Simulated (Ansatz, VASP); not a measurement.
## One calculation of BN, two programs

The input POSCAR:

```
BN
1.0
    2.6433818912      0.0000000000      0.0000000000
   -1.3216909456      2.2892358697      0.0000000000
    0.0000000000      0.0000000000      5.9772087543
B N
2 2
Direct
    0.3333333333      0.6666666667      0.2500000000
    0.6666666667      0.3333333333      0.7500000000
    0.3333333333      0.6666666667      0.7500000000
    0.6666666667      0.3333333333      0.2500000000
```

INCAR.step1

```
SYSTEM = BN
PREC     = Accurate       ! precision mode
ENCUT    = 520            ! plane-wave cutoff, eV
ISMEAR   = 0              ! smearing method
SIGMA    = 0.05           ! smearing width, eV
LREAL    = .FALSE.        ! projectors in reciprocal space
LASPH    = .TRUE.         ! aspherical terms in the spheres
NELM     = 60             ! most SCF steps
NBANDS   = 16             ! bands
GGA      = PE             ! functional
ALGO     = Normal         ! electronic algorithm
EDIFF    = 1E-4           ! SCF threshold, eV
LWAVE    = .TRUE.         ! write WAVECAR
LCHARG   = .FALSE.        ! write CHGCAR
```

INCAR.step2

```
SYSTEM = BN
PREC     = Accurate       ! precision mode
ENCUT    = 520            ! plane-wave cutoff, eV
EDIFF    = 1E-7           ! SCF threshold, eV
ISMEAR   = 0              ! smearing method
SIGMA    = 0.05           ! smearing width, eV
LREAL    = .FALSE.        ! projectors in reciprocal space
LASPH    = .TRUE.         ! aspherical terms in the spheres
NELM     = 60             ! most SCF steps
ALGO     = Normal         ! electronic algorithm
ISIF     = 2              ! what is computed and relaxed
LWAVE    = .FALSE.        ! write WAVECAR
LCHARG   = .FALSE.        ! write CHGCAR
METAGGA  = R2SCAN         ! meta-GGA
LMIXTAU  = .TRUE.       
NBANDS   = 16             ! bands
ISTART   = 1
```

The input KPOINTS:

```
regular mesh
0
G
  12 12 4
  0 0 0
```

Input for Ansatz:

```yaml
crystal:
  lattice:
    - [2.6433818912, 0.0, 0.0]
    - [-1.3216909456, 2.2892358697, 0.0]
    - [0.0, 0.0, 5.9772087543]
  atoms:
    - { symbol: B, position: [0.3333333333, 0.6666666667, 0.25] }
    - { symbol: B, position: [0.6666666667, 0.3333333333, 0.75] }
    - { symbol: "N", position: [0.3333333333, 0.6666666667, 0.75] }
    - { symbol: "N", position: [0.6666666667, 0.3333333333, 0.25] }
basis:
  ecutwfc: 500
kpoints:
  mp_grid: { grid: [12, 12, 4] }
hamiltonian:
  xc: r2scan
scf:
  occupations: { method: gaussian, width: 0.05 }
output:
  forces: true
  stress: true
  eigenvalues: true
```

Alike in both runs: task single point; functional r2SCAN; k mesh 12 × 12 × 4; occupations gaussian, width 0.05 eV; no spin polarisation.

|  | VASP | Ansatz |
| --- | --- | --- |
| version | VASP 6.6.1 | Ansatz 0.2.0 |
| potentials or method | VASP PAW PBE potentials, release 64 (B, N), cutoff 520 eV | scalar-relativistic, plane waves, PAW |
| valence electrons in the cell | 16 | 16 |

```tsv
	VASP	Ansatz	Ansatz less VASP
gap on the k mesh at the Fermi level (eV)	4.46	4.43	-0.029
least direct gap on the mesh (eV)	4.64	4.61	-0.031
```

VASP's potentials were made for PBE, not for r2SCAN.
